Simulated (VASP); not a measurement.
# SnO2 (P4_2/mnm) in VASP: a series of runs

The runs below take SnO2 through single point, with PBE.

Everything below comes from runs of VASP 6.6.1. Logs are shortened: lines on timing, memory, paths and dates and some standing lists are left out, and cuts for length are marked.

## 1. The cell of the first run

Symmetry: P4_2/mnm, No. 136, tetragonal system. Conventional cell: a = 4.613 Å, b = 4.613 Å, c = 3.173 Å, α = 90.00°, β = 90.00°, γ = 90.00°. Within 2.6 Å of Sn (site symmetry mmm) lie 6 O at 1.99 to 2.03 Å. Within 2.6 Å of O (site symmetry m2m) lie 3 Sn at 1.99 to 2.03 Å and 1 O at 2.54 Å.

## 2. Single point, PBE

File INCAR:

```
ALGO = Normal ; EDIFF = 1E-6
ENCUT = 520 ; GGA = PE
ISIF = 2 ; ISMEAR = 0
LASPH = T ; LCHARG = F
LREAL = F ; LWAVE = F
NBANDS = 35 ; NELM = 80
PREC = Accurate ; SIGMA = 0.02
```

File KPOINTS:

```
k-points
0
Gamma
  6 6 8
```

File POSCAR:

```
SnO2
1.0
    4.6130822506      0.0000000000      0.0000000000
    0.0000000000      4.6130822506      0.0000000000
    0.0000000000      0.0000000000      3.1729244516
Sn O
2 4
Direct
    0.5000000000      0.5000000000      0.5000000000
    0.0000000000      0.0000000000      0.0000000000
    0.1947067631      0.8052932369      0.5000000000
    0.8052932369      0.1947067631      0.5000000000
    0.3052932369      0.3052932369      0.0000000000
    0.6947067631      0.6947067631      0.0000000000
```

Potentials or basis: VASP PAW PBE potentials, release 64 (Sn_d, O).

On the command line:

```bash
cat potpaw_PBE.64/Sn_d/POTCAR potpaw_PBE.64/O/POTCAR > POTCAR
mpirun -np 1 vasp_std > vasp.out
```

OUTCAR:

```text
EDIFF = 1E-6
   ENCUT = 520
   GGA = PE
   ISIF = 2
   ISMEAR = 0
   LASPH = T
   LREAL = F
   NELM = 80
   PREC = Accurate

 ion  position               nearest neighbor table
   1  0.500  0.500  0.500-   3 1.99   4 1.99   5 2.03   6 2.03   5 2.03   6 2.03   2 3.63   2 3.63
                             2 3.63   2 3.63   2 3.63   2 3.63   2 3.63   2 3.63
   2  0.000  0.000  0.000-   5 1.99   6 1.99   3 2.03   4 2.03   3 2.03   4 2.03   1 3.63   1 3.63
                             1 3.63   1 3.63   1 3.63   1 3.63   1 3.63   1 3.63
   3  0.195  0.805  0.500-   1 1.99   2 2.03   2 2.03
   4  0.805  0.195  0.500-   1 1.99   2 2.03   2 2.03
   5  0.305  0.305  0.000-   2 1.99   1 2.03   1 2.03
   6  0.695  0.695  0.000-   2 1.99   1 2.03   1 2.03

  LATTYP: Found a simple tetragonal cell.
 ALAT       =     4.6130822506
 C/A-ratio  =     0.6878100756

  Lattice vectors:

 A1 = (   4.6130822506,   0.0000000000,   0.0000000000)
 A2 = (   0.0000000000,   4.6130822506,   0.0000000000)
 A3 = (   0.0000000000,   0.0000000000,   3.1729244516)

Analysis of symmetry for initial positions (statically):
=====================================================================
 Subroutine PRICEL returns:
 Original cell was already a primitive cell.

 Routine SETGRP: Setting up the symmetry group for a
 simple tetragonal supercell.

 Subroutine GETGRP returns: Found 16 space group operations
 (whereof  8 operations were pure point group operations)
 out of a pool of 16 trial point group operations.

The static configuration has the point symmetry D_2h.
 The point group associated with its full space group is D_4h.

Analysis of symmetry for dynamics (positions and initial velocities):
=====================================================================
 Subroutine PRICEL returns:
 Original cell was already a primitive cell.

 Routine SETGRP: Setting up the symmetry group for a
 simple tetragonal supercell.

 Subroutine GETGRP returns: Found 16 space group operations
 (whereof  8 operations were pure point group operations)
 out of a pool of 16 trial point group operations.

The dynamic configuration has the point symmetry D_2h.
 The point group associated with its full space group is D_4h.

 Subroutine INISYM returns: Found 16 space group operations
 (whereof  8 operations are pure point group operations),
 and found     1 'primitive' translations

----------------------------------------------------------------------------------------

                                     Primitive cell

  volume of cell :      67.5215

  direct lattice vectors                    reciprocal lattice vectors
     4.613082251  0.000000000  0.000000000     0.216774804  0.000000000  0.000000000
     0.000000000  4.613082251  0.000000000     0.000000000  0.216774804  0.000000000
     0.000000000  0.000000000  3.172924452     0.000000000  0.000000000  0.315166659

  length of vectors
     4.613082251  4.613082251  3.172924452     0.216774804  0.216774804  0.315166659

  position of ions in fractional coordinates (direct lattice)
     0.500000000  0.500000000  0.500000000
     0.000000000  0.000000000  0.000000000
     0.194706763  0.805293237  0.500000000
     0.805293237  0.194706763  0.500000000
     0.305293237  0.305293237  0.000000000
     0.694706763  0.694706763  0.000000000

  ion indices of the primitive-cell ions
   primitive index   ion index
                 1           1
                 2           2
                 3           3
                 4           4
                 5           5
                 6           6

----------------------------------------------------------------------------------------

 KPOINTS: k-points

Automatic generation of k-mesh.
 Grid dimensions read from file:
 generate k-points for:    6    6    8

 Generating k-lattice:

  Cartesian coordinates                     Fractional coordinates (reciprocal lattice)
     0.036129134  0.000000000  0.000000000     0.166666667  0.000000000  0.000000000
     0.000000000  0.036129134  0.000000000     0.000000000  0.166666667  0.000000000
     0.000000000  0.000000000  0.039395832     0.000000000  0.000000000  0.125000000

  Length of vectors
     0.036129134  0.036129134  0.039395832

  Shift w.r.t. Gamma in fractional coordinates (k-lattice)
     0.000000000  0.000000000  0.000000000

 Subroutine IBZKPT returns following result:
 ===========================================

 Found     50 irreducible k-points:

 Following reciprocal coordinates:
            Coordinates               Weight
  0.000000  0.000000  0.000000      1.000000
  0.166667  0.000000  0.000000      4.000000
  0.333333  0.000000  0.000000      4.000000
  0.500000  0.000000  0.000000      2.000000
  0.166667  0.166667  0.000000      4.000000
  0.333333  0.166667  0.000000      8.000000
[... 16 lines left out ...]
  0.333333  0.000000  0.250000      8.000000
  0.500000  0.000000  0.250000      4.000000
 [... further k-points ...]
   k-points           NKPTS =     50   k-points in BZ     NKDIM =     50   number of bands    NBANDS=     35
   number of dos      NEDOS =    301   number of ions     NIONS =      6
   total plane-waves  NPLWV =  31104
   dimension x,y,z NGX =    36 NGY =   36 NGZ =   24
   dimension x,y,z NGXF=    72 NGYF=   72 NGZF=   48
   ions per type =               2   4
   NGX,Y,Z   is equivalent  to a cutoff of  12.97, 12.97, 12.57 a.u.
   NGXF,Y,Z  is equivalent  to a cutoff of  25.95, 25.95, 25.15 a.u.
 SYSTEM =  unknown system
   PREC   = accura    normal or accurate (medium, high low for compatibility)
   ISTART =      0    job   : 0-new  1-cont  2-samecut
   ICHARG =      2    charge: 1-file 2-atom 10-const
   ISPIN  =      1    spin polarized calculation?
   LNONCOLLINEAR =      F non collinear calculations
   LSORBIT =      F    spin-orbit coupling
   LASPH  =      T    aspherical Exc in radial PAW
   ENCUT  =  520.0 eV  38.22 Ry    6.18 a.u.   8.58  8.58  5.90*2*pi/ulx,y,z
   NELM   =     80;   NELMIN=  2; NELMDL= -5     # of ELM steps
   EDIFF  = 0.1E-05   stopping-criterion for ELM
   LREAL  =      F    real-space projection
   EDIFFG = 0.1E-04   stopping-criterion for IOM
   NSW    =      0    number of steps for IOM
   IBRION =     -1    ionic relax: 0-MD 1-quasi-New 2-CG
   NFREE  =      0    steps in history (QN), initial steepest desc. (CG)
   ISIF   =      2    stress and relaxation
   ISYM   =      2    0-nonsym 1-usesym 2-fastsym
   POTIM  = 0.5000    time-step for ionic-motion
   TEBEG  =    0.0;   TEEND  =   0.0 temperature during run
   PSTRESS=    0.0 pullay stress
   NELECT =      52.0000    total number of electrons
   NUPDOWN=      -1.0000    fix difference up-down
   EMIN   =  10.00;   EMAX   =-10.00  energy-range for DOS
   EFERMI =   0.00;   METHOD = LEGACY
   ISMEAR =     0;   SIGMA  =   0.02  broadening in eV -4-tet -1-fermi 0-gaus
   EFERMI_NEDOS =   21; number of points for ismear=-14 and -15
   IALGO  =     38    algorithm
   IMIX   =      4    mixing-type and parameters
     AMIX     =   0.40;   BMIX     =  1.00
     AMIX_MAG =   1.60;   BMIX_MAG =  1.00
  volume/ion in A,a.u.               =      11.25        75.94
  Fermi-wavevector in a.u.,A,eV,Ry     =   1.500589  2.835703 30.637175  2.251769
  Thomas-Fermi vector in A             =   2.612070
   LORBIT       =      0    0 simple, 1 ext, 2 COOP (PROOUT), +10 PAW based schemes
   GGA     = PE    functional components
   LHFCALC =     F    Hartree Fock is set to
   AEXX    =    0.0000 exact exchange contribution
   IVDW    =     0    specifies the selected vdW correction
   LEPSILON=     F    determine dielectric tensor
   LRPA    =     F    only Hartree local field effects (RPA)
 non-spin polarized calculation
 Gauss-broadening in eV      SIGMA  =   0.02
  energy-cutoff  :      520.00
  volume of cell :       67.52
 maximum number of plane-waves:      1840
 NGX is ok and might be reduce to    36
   NGX = 17   NGY = 17   NGZ = 11

 number of electron      52.0000012 magnetization

 Free energy of the ion-electron system (eV)
  ---------------------------------------------------
  ext. energy  EPLUGINS =         0.00000000
  ---------------------------------------------------
  free energy    TOTEN  =       -36.71338433 eV

  energy without entropy =      -36.71338433  energy(sigma->0) =      -36.71338433

 E-fermi :   7.0366     XC(G=0): -11.5808

 val. band max:        6.8458254853   @ k =   0.0000   0.0000   0.0000
 cond. band min:       8.7176473816   @ k =   0.0000   0.0000   0.0000
 fundamental gap:      1.8718218964
 Fermi energy:         7.0366312119

 k-point     1 :       0.0000    0.0000    0.0000
  band No.  band energies     occupation
      1     -14.3697      2.00000
      2     -13.4012      2.00000
      3     -13.0815      2.00000
      4     -13.0759      2.00000
      5     -13.0502      2.00000
      6     -13.0502      2.00000
[... 27 lines left out ...]
     34      20.0026      0.00000
     35      20.0230      0.00000

 k-point     2 :       0.1667    0.0000    0.0000
  band No.  band energies     occupation
      1     -14.3188      2.00000
      2     -13.4473      2.00000
      3     -13.1280      2.00000
      4     -13.0788      2.00000
      5     -13.0475      2.00000
      6     -13.0473      2.00000
[... 27 lines left out ...]
     34      19.8650      0.00000
     35      19.9765      0.00000

 k-point     3 :       0.3333    0.0000    0.0000
  band No.  band energies     occupation
      1     -14.1695      2.00000
      2     -13.6568      2.00000
      3     -13.1382      2.00000
      4     -13.0888      2.00000
      5     -13.0418      2.00000
      6     -13.0415      2.00000
[... 27 lines left out ...]
     34      19.7155      0.00000
     35      19.8696      0.00000

 k-point     4 :       0.5000    0.0000    0.0000
  band No.  band energies     occupation
      1     -13.9352      2.00000
      2     -13.9352      2.00000
      3     -13.1096      2.00000
      4     -13.1096      2.00000
      5     -13.0387      2.00000
      6     -13.0387      2.00000
[... 27 lines left out ...]
     34      19.7455      0.00000
     35      19.9292      0.00000

 k-point     5 :       0.1667    0.1667    0.0000
  band No.  band energies     occupation
      1     -14.2819      2.00000
      2     -13.5223      2.00000
      3     -13.1437      2.00000
      4     -13.0700      2.00000
      5     -13.0511      2.00000
      6     -13.0412      2.00000
[... 638 lines left out ...]
 k-point    22 :       0.1667    0.0000    0.2500
  band No.  band energies     occupation
      1     -14.0799      2.00000
      2     -13.7009      2.00000
      3     -13.5437      2.00000
      4     -13.1165      2.00000
      5     -12.9935      2.00000
      6     -12.9526      2.00000
[... 27 lines left out ...]
     34      19.4763      0.00000
     35      19.7362      0.00000

 k-point    23 :       0.3333    0.0000    0.2500
  band No.  band energies     occupation
      1     -14.0536      2.00000
      2     -13.8629      2.00000
      3     -13.4219      2.00000
      4     -13.1361      2.00000
      5     -12.9564      2.00000
      6     -12.9477      2.00000
[... 27 lines left out ...]
     34      19.5679      0.00000
     35      19.7703      0.00000

 k-point    24 :       0.5000    0.0000    0.2500
  band No.  band energies     occupation
      1     -13.9842      2.00000
      2     -13.9842      2.00000
      3     -13.2677      2.00000
      4     -13.2677      2.00000
      5     -12.9439      2.00000
      6     -12.9439      2.00000
[... 27 lines left out ...]
     34      19.7160      0.00000
     35      20.0362      0.00000

 [... further k-points ...]

------------------------ aborting loop because EDIFF is reached ----------------------------------------

  FORCE on cell =-STRESS in cart. coord.  units (eV):
  Direction    XX          YY          ZZ          XY          YZ          ZX
  --------------------------------------------------------------------------------------
  -------------------------------------------------------------------------------------
  Total       10.8182734     10.8182734     10.9631173      0.0000000      0.0000000      0.0000000
  in kB      256.7003187    256.7003187    260.1372313      0.0000000      0.0000000      0.0000000
  external PRESSURE =     257.8459563 kB  Pullay stress =       0.0000000 kB

 VOLUME and BASIS-vectors are now :
 -----------------------------------------------------------------------------
  energy-cutoff  :      520.00
  volume of cell :       67.52
      direct lattice vectors                 reciprocal lattice vectors
     4.613082251  0.000000000  0.000000000     0.216774804  0.000000000  0.000000000
     0.000000000  4.613082251  0.000000000     0.000000000  0.216774804  0.000000000
     0.000000000  0.000000000  3.172924452     0.000000000  0.000000000  0.315166659

 POSITION                                       TOTAL-FORCE (eV/Angst)
 -----------------------------------------------------------------------------------
      2.30654      2.30654      1.58646        -0.000000     -0.000000      0.000000
      0.00000      0.00000      0.00000        -0.000000     -0.000000      0.000000
      0.89820      3.71488      1.58646         0.009617     -0.009617      0.000000
      3.71488      0.89820      1.58646        -0.009617      0.009617     -0.000000
      1.40834      1.40834      0.00000        -0.009617     -0.009617      0.000000
      3.20474      3.20474      0.00000         0.009617      0.009617     -0.000000
 -----------------------------------------------------------------------------------
    total drift:                               -0.000000      0.000000      0.000000

  FREE ENERGIE OF THE ION-ELECTRON SYSTEM (eV)
  ---------------------------------------------------
  free  energy   TOTEN  =       -36.7133843331 eV

  energy  without entropy=      -36.7133843331  energy(sigma->0) =      -36.71338433
```

It took 2.8 min on 1 thread of Intel Xeon 8259CL, shared host; peak memory 0.23 GiB.

Results:

* Free energy: -36.7134 eV
* Pressure: 25.8 GPa
* Largest force: 0.014 eV/Å
* Band gap on the k mesh: 1.87 eV

Forces in eV/Å, atoms in the order of the input:
```
Sn   0.000  0.000  0.000
Sn   0.000  0.000  0.000
O    0.010 -0.010  0.000
O   -0.010  0.010  0.000
O   -0.010 -0.010  0.000
O    0.010  0.010  0.000
```

Levels at points of the mesh, in eV from the valence-band top:
```
           k point  band 23  band 24  band 25  band 26  band 27  band 28  band 29  band 30
(0.00, 0.00, 0.00)    -1.25    -0.81    -0.81     0.00     1.87     6.49     6.49     6.54
(0.50, 0.00, 0.00)    -1.21    -1.21    -0.64    -0.64     5.07     5.07     7.30     7.30
(0.50, 0.50, 0.00)    -1.34    -1.34    -0.91    -0.91     5.48     5.48     7.88     7.88
(0.00, 0.00, 0.50)    -1.83    -1.83    -1.33    -1.33     6.87     6.87    10.25    10.25
(0.50, 0.00, 0.50)    -1.18    -1.18    -0.58    -0.58     7.20     7.20     8.68     8.68
(0.50, 0.50, 0.50)    -0.98    -0.98    -0.86    -0.86     5.46     5.46     9.24     9.24
```

Caveat: the cell stands under pressure; spin-orbit coupling is left out, which moves the levels of the heavy elements.

## 3. Single point, PBE

This run uses another cell than the first one, of 9.58 Å³/atom.

File INCAR:

```
PREC     = Accurate       # precision mode
ENCUT    = 520            # plane-wave cutoff, eV
EDIFF    = 1E-7           # SCF threshold, eV
ISMEAR   = 0              # smearing method
SIGMA    = 0.02           # smearing width, eV
LREAL    = F              # projectors in reciprocal space
LASPH    = T              # aspherical terms in the spheres
NELM     = 100            # most SCF steps
ALGO     = Normal         # electronic algorithm
ISIF     = 2              # what is computed and relaxed
LWAVE    = F              # write WAVECAR
LCHARG   = F              # write CHGCAR
GGA      = PE             # functional
NBANDS   = 35             # bands
```

File KPOINTS:

```
regular mesh
0
Gamma
  6 6 10
```

File POSCAR:

```
SnO2
1.0
    4.3155087597      0.0000000000      0.0000000000
    0.0000000000      4.3155087597      0.0000000000
    0.0000000000      0.0000000000      3.0849419873
Sn O
2 4
Direct
    0.5000000000      0.5000000000      0.5000000000
    0.0000000000      0.0000000000      0.0000000000
    0.1935118317      0.8064881683      0.5000000000
    0.8064881683      0.1935118317      0.5000000000
    0.3064881683      0.3064881683      0.0000000000
    0.6935118317      0.6935118317      0.0000000000
```

Potentials or basis: VASP PAW PBE potentials, release 64 (Sn_d, O).

On the command line:

```bash
cat potpaw_PBE.64/Sn_d/POTCAR potpaw_PBE.64/O/POTCAR > POTCAR
mpirun -np 1 vasp_std > vasp.out
```

Run time: 2.9 min. Hardware: 1 thread of Intel Xeon 8259CL, shared host; peak memory 0.23 GiB.

Results (log left out):

* Free energy: -33.2871 eV
* Pressure: 91.1 GPa
* Largest force: 0.041 eV/Å
* Band gap on the k mesh: 3.99 eV

Forces on the atoms (eV/Å):
```
Sn   0.000  0.000  0.000
Sn   0.000  0.000  0.000
O    0.029 -0.029  0.000
O   -0.029  0.029  0.000
O   -0.029 -0.029  0.000
O    0.029  0.029  0.000
```

Stress tensor (GPa, compression positive):
```
90.80  0.00  0.00
 0.00 90.80  0.00
 0.00  0.00 91.56
```

Levels at points of the mesh, in eV from the valence-band top:
```tsv
k point	band 22	band 23	band 24	band 25	band 26	band 27	band 28	band 29	band 30	band 31
(0.00, 0.00, 0.00)	-1.09	-1.09	-0.86	-0.86	0.00	3.99	7.13	7.13	7.52	12.01
(0.50, 0.00, 0.00)	-2.05	-1.11	-1.11	-0.62	-0.62	7.01	7.01	8.02	8.02	13.85
(0.50, 0.50, 0.00)	-2.43	-1.24	-1.24	-0.92	-0.92	7.38	7.38	9.04	9.04	12.85
(0.00, 0.00, 0.50)	-2.55	-2.28	-2.28	-1.53	-1.53	9.08	9.08	11.49	11.49	11.72
(0.50, 0.00, 0.50)	-1.98	-1.42	-1.42	-0.09	-0.09	9.59	9.59	10.29	10.29	12.75
(0.50, 0.50, 0.50)	-1.92	-1.08	-1.08	-0.95	-0.95	7.62	7.62	9.93	9.93	12.71
```

Caveat: the cell stands under pressure; spin-orbit coupling is left out, which moves the levels of the heavy elements.
